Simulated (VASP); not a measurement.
# P (R-3m) in VASP: a series of runs

P is run at these levels: PBE; tasks: single point, relaxation of cell and atoms.

All numbers are computed with VASP 6.6.1; they aren't measurements. Logs are shortened: lines on timing, memory, paths and dates and some standing lists are left out, and cuts for length are marked.

**1. The cell of the first run**

It takes space group R-3m (No. 166, trigonal). The conventional cell has a = 3.421 Å, b = 3.421 Å, c = 8.799 Å, α = 90.00°, β = 90.00°, γ = 120.00°. Within 3.0 Å of P (site symmetry 3m) lie 6 P at 2.30 to 2.64 Å.

**2. Single point, PBE**

INCAR reads:

```
SYSTEM = P
PREC = Accurate
ENCUT = 520
EDIFF = 1E-6
ISMEAR = 0
SIGMA = 0.0147
LREAL = .False.
LASPH = .True.
NELM = 80
ALGO = Normal
ISIF = 2
LWAVE = .False.
LCHARG = .False.
GGA = PE
NBANDS = 12
```

KPOINTS reads:

```
Automatic mesh
0
Gamma
  9 9 9
  0 0 0
```

POSCAR reads:

```
P
1.0
    1.7102822935      2.9622958277      0.0000012202
   -1.7102822935      2.9622958277      0.0000012202
   -1.7102822935      0.9874307345      2.9329113301
P
2
Direct
    0.2338062372      0.5323875256      0.7014187116
    0.7661937628      0.4676124744      0.2985812884
```

Potentials or basis: VASP PAW PBE potentials, release 64 (P).

On the command line:

```sh
cat potpaw_PBE.64/P/POTCAR > POTCAR
mpirun -np 1 vasp_std > vasp.out
```

OUTCAR:

```text
SYSTEM = P
   PREC = Accurate
   ENCUT = 520
   EDIFF = 1E-6
   ISMEAR = 0
   LREAL = .False.
   LASPH = .True.
   NELM = 80
   ISIF = 2
   GGA = PE

 ion  position               nearest neighbor table
   1  0.234  0.532  0.701-   2 2.30   2 2.30   2 2.30   2 2.64   2 2.64   2 2.64
   2  0.766  0.468  0.299-   1 2.30   1 2.30   1 2.30   1 2.64   1 2.64   1 2.64

  LATTYP: Found a trigonal (rhomboedric) cell.
 ALAT       =     3.5358243521
 COS(alpha) =     0.5320664014

  Lattice vectors:

 A1 = (  -1.7102822935,   0.9874307345,   2.9329113301)
 A2 = (  -0.0000000000,  -1.9748650932,   2.9329101099)
 A3 = (   1.7102822935,   0.9874307345,   2.9329113301)

Analysis of symmetry for initial positions (statically):
=====================================================================
 Subroutine PRICEL returns:
 Original cell was already a primitive cell.

 Routine SETGRP: Setting up the symmetry group for a
 trigonal (rhombohedral) supercell.

 Subroutine GETGRP returns: Found 12 space group operations
 (whereof 12 operations were pure point group operations)
 out of a pool of 12 trial point group operations.

The static configuration has the point symmetry D_3d.

Analysis of symmetry for dynamics (positions and initial velocities):
=====================================================================
 Subroutine PRICEL returns:
 Original cell was already a primitive cell.

 Routine SETGRP: Setting up the symmetry group for a
 trigonal (rhombohedral) supercell.

 Subroutine GETGRP returns: Found 12 space group operations
 (whereof 12 operations were pure point group operations)
 out of a pool of 12 trial point group operations.

The dynamic configuration has the point symmetry D_3d.

 Subroutine INISYM returns: Found 12 space group operations
 (whereof 12 operations are pure point group operations),
 and found     1 'primitive' translations

----------------------------------------------------------------------------------------

                                     Primitive cell

  volume of cell :      29.7184

  direct lattice vectors                    reciprocal lattice vectors
     1.710282293  2.962295828  0.000001220     0.292349399  0.168787957  0.113652800
    -1.710282293  2.962295828  0.000001220    -0.292349399  0.168788098 -0.227305391
    -1.710282293  0.987430734  2.932911330     0.000000000 -0.000000140  0.340958190

  length of vectors
     3.420564587  3.420564587  3.535824352     0.356194475  0.406970924  0.340958190

  position of ions in fractional coordinates (direct lattice)
     0.233806237  0.532387526  0.701418712
     0.766193763  0.467612474  0.298581288

  ion indices of the primitive-cell ions
   primitive index   ion index
                 1           1
                 2           2

----------------------------------------------------------------------------------------

 KPOINTS: Automatic mesh

Automatic generation of k-mesh.
 Grid dimensions read from file:
 generate k-points for:    9    9    9

 Generating k-lattice:

  Cartesian coordinates                     Fractional coordinates (reciprocal lattice)
     0.032483267  0.018754217  0.012628089     0.111111111 -0.000000000  0.000000000
    -0.032483267  0.018754233 -0.025256155     0.000000000  0.111111111  0.000000000
     0.000000000 -0.000000016  0.037884243    -0.000000000 -0.000000000  0.111111111

  Length of vectors
     0.039577164  0.045218992  0.037884243

  Shift w.r.t. Gamma in fractional coordinates (k-lattice)
     0.000000000  0.000000000  0.000000000

 Subroutine IBZKPT returns following result:
 ===========================================

 Found     85 irreducible k-points:

 Following reciprocal coordinates:
            Coordinates               Weight
  0.000000  0.000000  0.000000      1.000000
  0.111111 -0.000000  0.000000      6.000000
  0.222222  0.000000  0.000000      6.000000
  0.333333 -0.000000  0.000000      6.000000
  0.444444  0.000000  0.000000      6.000000
 -0.000000  0.111111  0.000000      6.000000
[... 16 lines left out ...]
 -0.111111  0.333333  0.000000     12.000000
 -0.000000  0.444444  0.000000      6.000000
 [... further k-points ...]
   k-points           NKPTS =     85   k-points in BZ     NKDIM =     85   number of bands    NBANDS=     12
   number of dos      NEDOS =    301   number of ions     NIONS =      2
   total plane-waves  NPLWV =  21952
   dimension x,y,z NGX =    28 NGY =   28 NGZ =   28
   dimension x,y,z NGXF=    56 NGYF=   56 NGZF=   56
   ions per type =               2
   NGX,Y,Z   is equivalent  to a cutoff of  13.61, 13.61, 13.16 a.u.
   NGXF,Y,Z  is equivalent  to a cutoff of  27.22, 27.22, 26.33 a.u.
 SYSTEM =  P
   PREC   = accura    normal or accurate (medium, high low for compatibility)
   ISTART =      0    job   : 0-new  1-cont  2-samecut
   ICHARG =      2    charge: 1-file 2-atom 10-const
   ISPIN  =      1    spin polarized calculation?
   LNONCOLLINEAR =      F non collinear calculations
   LSORBIT =      F    spin-orbit coupling
   LASPH  =      T    aspherical Exc in radial PAW
   ENCUT  =  520.0 eV  38.22 Ry    6.18 a.u.   6.36  6.36  6.57*2*pi/ulx,y,z
   NELM   =     80;   NELMIN=  2; NELMDL= -5     # of ELM steps
   EDIFF  = 0.1E-05   stopping-criterion for ELM
   LREAL  =      F    real-space projection
   EDIFFG = 0.1E-04   stopping-criterion for IOM
   NSW    =      0    number of steps for IOM
   IBRION =     -1    ionic relax: 0-MD 1-quasi-New 2-CG
   NFREE  =      0    steps in history (QN), initial steepest desc. (CG)
   ISIF   =      2    stress and relaxation
   ISYM   =      2    0-nonsym 1-usesym 2-fastsym
   POTIM  = 0.5000    time-step for ionic-motion
   TEBEG  =    0.0;   TEEND  =   0.0 temperature during run
   PSTRESS=    0.0 pullay stress
   NELECT =      10.0000    total number of electrons
   NUPDOWN=      -1.0000    fix difference up-down
   EMIN   =  10.00;   EMAX   =-10.00  energy-range for DOS
   EFERMI =   0.00;   METHOD = LEGACY
   ISMEAR =     0;   SIGMA  =   0.01  broadening in eV -4-tet -1-fermi 0-gaus
   EFERMI_NEDOS =   21; number of points for ismear=-14 and -15
   IALGO  =     38    algorithm
   IMIX   =      4    mixing-type and parameters
     AMIX     =   0.40;   BMIX     =  1.00
     AMIX_MAG =   1.60;   BMIX_MAG =  1.00
  volume/ion in A,a.u.               =      14.86       100.27
  Fermi-wavevector in a.u.,A,eV,Ry     =   1.138675  2.151784 17.641053  1.296581
  Thomas-Fermi vector in A             =   2.275379
   LORBIT       =      0    0 simple, 1 ext, 2 COOP (PROOUT), +10 PAW based schemes
   GGA     = PE    functional components
   LHFCALC =     F    Hartree Fock is set to
   AEXX    =    0.0000 exact exchange contribution
   IVDW    =     0    specifies the selected vdW correction
   LEPSILON=     F    determine dielectric tensor
   LRPA    =     F    only Hartree local field effects (RPA)
 non-spin polarized calculation
 Gauss-broadening in eV      SIGMA  =   0.01
  energy-cutoff  :      520.00
  volume of cell :       29.72
 maximum number of plane-waves:       821
 NGX is ok and might be reduce to    28
   NGX = 13   NGY = 13   NGZ = 13

 number of electron      10.0000000 magnetization

 Free energy of the ion-electron system (eV)
  ---------------------------------------------------
  ext. energy  EPLUGINS =         0.00000000
  ---------------------------------------------------
  free energy    TOTEN  =       -10.61680306 eV

  energy without entropy =      -10.61667863  energy(sigma->0) =      -10.61674084

 E-fermi :   9.9331     XC(G=0): -11.1547

 val. band max:        9.9286302843   @ k =   0.4444   0.1111   0.0000
 cond. band min:       9.9975336138   @ k =   0.3333  -0.0000   0.1111
 fundamental gap:      0.0689033295
 Fermi energy:         9.9331074662

 k-point     1 :       0.0000    0.0000    0.0000
  band No.  band energies     occupation
      1      -7.0545      2.00000
      2       7.0028      2.00000
      3       7.1521      2.00000
      4       7.1521      2.00000
      5       7.4474      2.00000
      6      12.1423      0.00000
      7      13.2126      0.00000
      8      13.2126      0.00000
      9      15.3490      0.00000
     10      15.3490      0.00000
     11      16.3817      0.00000
     12      16.6428      0.00000

 k-point     2 :       0.1111   -0.0000    0.0000
  band No.  band energies     occupation
      1      -6.8438      2.00000
      2       5.0847      2.00000
      3       6.9545      2.00000
      4       7.0494      2.00000
      5       8.7371      2.00000
      6      12.3464      0.00000
      7      12.8403      0.00000
      8      13.1749      0.00000
      9      14.4723      0.00000
     10      14.7969      0.00000
     11      15.4850      0.00000
     12      18.4545      0.00000

 k-point     3 :       0.2222    0.0000    0.0000
  band No.  band energies     occupation
      1      -6.2149      2.00000
      2       2.6398      2.00000
      3       6.8454      2.00000
      4       6.8578      2.00000
      5       9.3119      2.00000
      6      11.5368      0.00000
      7      11.5468      0.00000
      8      12.4573      0.00000
      9      15.4801      0.00000
     10      15.7714      0.00000
     11      15.8598      0.00000
     12      21.2225      0.00000

 k-point     4 :       0.3333   -0.0000    0.0000
  band No.  band energies     occupation
      1      -5.1801      2.00000
      2       0.2744      2.00000
      3       6.6931      2.00000
      4       6.8880      2.00000
      5       9.3773      2.00000
      6      10.4184      0.00000
      7      10.4313      0.00000
      8      11.5948      0.00000
      9      17.1433      0.00000
     10      17.7286      0.00000
     11      17.8541      0.00000
     12      24.2882      0.00000

 k-point     5 :       0.4444    0.0000    0.0000
  band No.  band energies     occupation
      1      -3.7918      2.00000
      2      -1.8083      2.00000
      3       6.6362      2.00000
      4       7.0287      2.00000
      5       8.9987      2.00000
      6       9.7915      2.00000
      7      10.2382      0.00000
      8      10.8762      0.00000
      9      19.2413      0.00000
     10      20.2456      0.00000
     11      20.4213      0.00000
     12      22.2709      0.00000
[... 228 lines left out ...]
      1      -2.2064      2.00000
      2      -1.6194      2.00000
      3       1.9351      2.00000
      4       5.4471      2.00000
      5       6.3553      2.00000
      6      12.3090      0.00000
      7      14.2054      0.00000
      8      15.6099      0.00000
      9      17.1974      0.00000
     10      17.9353      0.00000
     11      19.8261      0.00000
     12      23.4852      0.00000

 k-point    22 :      -0.2222    0.3333    0.0000
  band No.  band energies     occupation
      1      -2.6872      2.00000
      2      -0.6301      2.00000
      3       1.8702      2.00000
      4       4.8310      2.00000
      5       5.6243      2.00000
      6      12.8978      0.00000
      7      13.9204      0.00000
      8      15.2711      0.00000
      9      17.7755      0.00000
     10      20.1875      0.00000
     11      21.1956      0.00000
     12      23.2824      0.00000

 k-point    23 :      -0.1111    0.3333    0.0000
  band No.  band energies     occupation
      1      -3.8102      2.00000
      2       0.9201      2.00000
      3       2.7223      2.00000
      4       4.6170      2.00000
      5       5.1260      2.00000
      6      11.1099      0.00000
      7      15.4311      0.00000
      8      15.9617      0.00000
      9      17.3510      0.00000
     10      20.3615      0.00000
     11      22.0490      0.00000
     12      23.1750      0.00000

 k-point    24 :      -0.0000    0.4444    0.0000
  band No.  band energies     occupation
      1      -3.2469      2.00000
      2       0.5102      2.00000
      3       2.7260      2.00000
      4       4.3081      2.00000
      5       4.3217      2.00000
      6      10.1459      0.00000
      7      16.8364      0.00000
      8      17.5512      0.00000
      9      18.7905      0.00000
     10      18.9994      0.00000
     11      23.6200      0.00000
     12      23.6317      0.00000

 [... further k-points ...]
[... 5 lines left out ...]
  --------------------------------------------------------------------------------------
  -------------------------------------------------------------------------------------
  Total        0.8599675      0.8599675      0.8850377      0.0000000     -0.0000000      0.0000000
  in kB       46.3625731     46.3625731     47.7141594      0.0000000     -0.0000006      0.0000000
  external PRESSURE =      46.8131019 kB  Pullay stress =       0.0000000 kB

 VOLUME and BASIS-vectors are now :
 -----------------------------------------------------------------------------
  energy-cutoff  :      520.00
  volume of cell :       29.72
      direct lattice vectors                 reciprocal lattice vectors
     1.710282293  2.962295828  0.000001220     0.292349399  0.168787957  0.113652800
    -1.710282293  2.962295828  0.000001220    -0.292349399  0.168788098 -0.227305391
    -1.710282293  0.987430734  2.932911330     0.000000000 -0.000000140  0.340958190

 POSITION                                       TOTAL-FORCE (eV/Angst)
 -----------------------------------------------------------------------------------
     -1.71028      2.96229      2.05720        -0.000000      0.000000     -0.042986
      0.00000      3.94973      0.87571         0.000000     -0.000000      0.042986
 -----------------------------------------------------------------------------------
    total drift:                                0.000000      0.000000     -0.000000

  FREE ENERGIE OF THE ION-ELECTRON SYSTEM (eV)
  ---------------------------------------------------
  free  energy   TOTEN  =       -10.6168030566 eV

  energy  without entropy=      -10.6166786311  energy(sigma->0) =      -10.61674084
```

It took 11 s on 1 thread of Intel Xeon 6975P-C (Granite Rapids), shared host; peak memory 0.16 GiB.

What came out:

```yaml
Free_energy: -10.6168 eV
Pressure: 4.7 GPa
Largest_force: 0.043 eV/Å
Band_gap_on_the_k_mesh: zero (bands 5 and 6 overlap by 0.97 eV)
```

Forces in eV/Å, atoms in the order of the input:
```
P    0.000  0.000 -0.043
P    0.000  0.000  0.043
```

Levels at points of the mesh, in eV from the Fermi level:
| k point | band 3 | band 4 | band 5 | band 6 | band 7 | band 8 |
| --- | --- | --- | --- | --- | --- | --- |
| (0.00, 0.00, 0.00) | -2.78 | -2.78 | -2.49 | 2.21 | 3.28 | 3.28 |

Caveat: the cell stands under pressure.

**3. Relaxation of cell and atoms, PBE, target pressure 5 GPa, at which the enthalpy is minimised**

This run uses another cell than the first one, of 17.09 Å³/atom.

INCAR reads:

```
SYSTEM = P
ALGO = Normal
EDIFF = 1E-6
EDIFFG = -0.03
ENCUT = 600
GGA = PE
IBRION = 2
ISIF = 3
ISMEAR = 0
LASPH = .TRUE.
LCHARG = .FALSE.
LREAL = .FALSE.
LWAVE = .FALSE.
NELM = 100
NSW = 60
PREC = Accurate
PSTRESS = 50.0
SIGMA = 0.0147
```

KPOINTS reads:

```
k-points
0
G
  9 9 9
  0 0 0
```

POSCAR reads:

```
P
1.0
    1.7456330000      3.0235220000      0.0000000000
   -1.7456330000      3.0235220000      0.0000000000
   -1.7456330000      1.0078380000      3.2370650000
P
2
Direct
    0.2275400000      0.5449200000      0.6826200000
    0.7724600000      0.4550800000      0.3173800000
```

Potentials or basis: VASP PAW PBE potentials, release 64 (P).

On the command line:

```sh
cat potpaw_PBE.64/P/POTCAR > POTCAR
mpirun -np 1 vasp_std > vasp.out
```

Run time: 83 s. Hardware: 1 thread of Intel Xeon 6975P-C (Granite Rapids), shared host; peak memory 0.17 GiB.

Results (log left out):

```
Free energy                                                : -10.6169 eV
Relaxed volume                                             : 14.85 Å³/atom
Relaxed cell                                               : a = 3.417 Å, b = 3.417 Å, c = 3.538 Å, α = 61.13°, β = 90.00°, γ = 60.00°
Space group after relaxing (to 0.1 Å)                      : R-3m (No. 166)
Energy change on relaxing (the run minimises the enthalpy) : +11.3 meV/atom
Ionic steps                                                : 16
Pressure after relaxing                                    : 5.0 GPa
Largest force after relaxing                               : 0.005 eV/Å
Band gap on the k mesh                                     : zero (bands 5 and 6 overlap by 0.97 eV)
```

Forces in eV/Å, atoms in the order of the input:
```
P    0.000  0.000  0.005
P    0.000  0.000 -0.005
```

Stress tensor (GPa, compression positive):
```
5.05 0.00 0.00
0.00 5.05 0.00
0.00 0.00 4.92
```

The path:
```
step  energy change (eV)  largest force (eV/Å)  pressure (GPa)  volume (Å³)
   1              0.0000                0.3510           -2.94        34.17
   2              0.0766                0.8331           10.08        30.15
   3              0.0090                0.3508            4.45        31.54
   4              0.0106                0.3667            4.65        31.49
   5              0.0083                0.2632            4.91        30.94
   6              0.0195                0.2084            5.18        30.08
   7              0.0858                0.1974            8.46        28.36
   8              0.0401                0.1245            6.68        29.29
   9              0.0336                0.1656            6.24        29.48
  10              0.0124                0.0663            3.27        30.10
  11              0.0180                0.0596            4.51        29.87
  12              0.0186                0.0709            4.62        29.85
  13              0.0211                0.0436            4.68        29.75
  14              0.0202                0.0118            4.66        29.78
  15              0.0256                0.0251            5.39        29.61
  16              0.0226                0.0051            5.00        29.70
```

Final structure:
```cif
data_structure
_symmetry_space_group_name_H-M 'P 1'
_symmetry_Int_Tables_number 1
_cell_length_a 3.4170
_cell_length_b 3.4170
_cell_length_c 3.5382
_cell_angle_alpha 61.126
_cell_angle_beta 90.000
_cell_angle_gamma 60.000
_cell_volume 29.70
loop_
_atom_site_label
_atom_site_type_symbol
_atom_site_fract_x
_atom_site_fract_y
_atom_site_fract_z
_atom_site_occupancy
P1 P 0.23345 0.53309 0.70036 1
P2 P 0.76655 0.46691 0.29964 1
```

Levels at points of the mesh, in eV from the Fermi level:
| k point | band 2 | band 3 | band 4 | band 5 | band 6 | band 7 | band 8 | band 9 |
| --- | --- | --- | --- | --- | --- | --- | --- | --- |
| (0.00, 0.00, 0.00) | -2.96 | -2.80 | -2.80 | -2.51 | 2.15 | 3.24 | 3.24 | 5.43 |

Caveat: the cell is relaxed towards a set pressure, so the run minimises the enthalpy, not the energy.
